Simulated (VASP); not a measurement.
Wanted: the native input for a VASP 6.6.1 run.

```yaml
Task: relaxation of cell and atoms
Functional: PBE
Potentials_or_basis: VASP PAW PBE potentials, release 64 (Sb)
Cutoff: 600 eV
k_mesh: 14 × 14 × 8
Occupations: fermi-dirac, width 0.05 eV
Spin: no spin polarisation
Dipole_correction: no
Further_INCAR_settings: ALGO = Normal; EDIFF = 1e-06; IBRION = 2; EDIFFG = -0.005; NSW = 45; ISIF = 3
```

The structure of Sb lies in POSCAR:

```
Sb
1.0
    3.3771613043      0.0000000000      0.0000000000
   -1.6885806522      2.9247074822      0.0000000000
    0.0000000000      0.0000000000      5.5585399059
Sb
2
Direct
    0.3333333333      0.6666666667      0.2500000000
    0.6666666667      0.3333333333      0.7500000000
```

One way to write it, as run:

INCAR

```
ALGO     = Normal         # electronic algorithm
EDIFF    = 1E-6           # SCF threshold, eV
EDIFFG   = -0.005         # ionic threshold
ENCUT    = 600            # plane-wave cutoff, eV
GGA      = PE             # functional
IBRION   = 2              # ionic algorithm
ISIF     = 3              # what is computed and relaxed
ISMEAR   = -1             # smearing method
LASPH    = True           # aspherical terms in the spheres
LCHARG   = False          # write CHGCAR
LREAL    = False          # projectors in reciprocal space
LWAVE    = False          # write WAVECAR
NELM     = 100            # most SCF steps
NSW      = 45             # ionic steps
PREC     = Accurate       # precision mode
SIGMA    = 0.05           # smearing width, eV
```

KPOINTS

```
k-points
0
Gamma
  14 14 8
```

Potentials or basis: VASP PAW PBE potentials, release 64 (Sb).

Command:

```console
$ cat potpaw_PBE.64/Sb/POTCAR > POTCAR
$ mpirun -np 1 vasp_std > vasp.out
```

It gave:

```yaml
Relaxed_volume: 27.38 Å³/atom
Relaxed_cell: a = 3.374 Å, b = 3.374 Å, c = 5.554 Å, α = 90.00°, β = 90.00°, γ = 120.00°
Space_group_after_relaxing_to_0.05_Å: P6_3/mmc (No. 194)
Energy_gained_by_relaxing: 0.0 meV/atom
Ionic_steps: 3
Pressure_after_relaxing: 0.0 GPa
Band_gap_on_the_k_mesh: zero (band 5 reaches 12.66 eV, above the bottom of band 6 at 5.39 eV)
```

Caveat: spin-orbit coupling is left out, which moves the levels of the heavy elements.

Run time: 52 s on 1 thread of Intel(R) Xeon(R) Platinum 8488C (Sapphire Rapids), with other jobs on the host, peak memory 0.23 GiB.
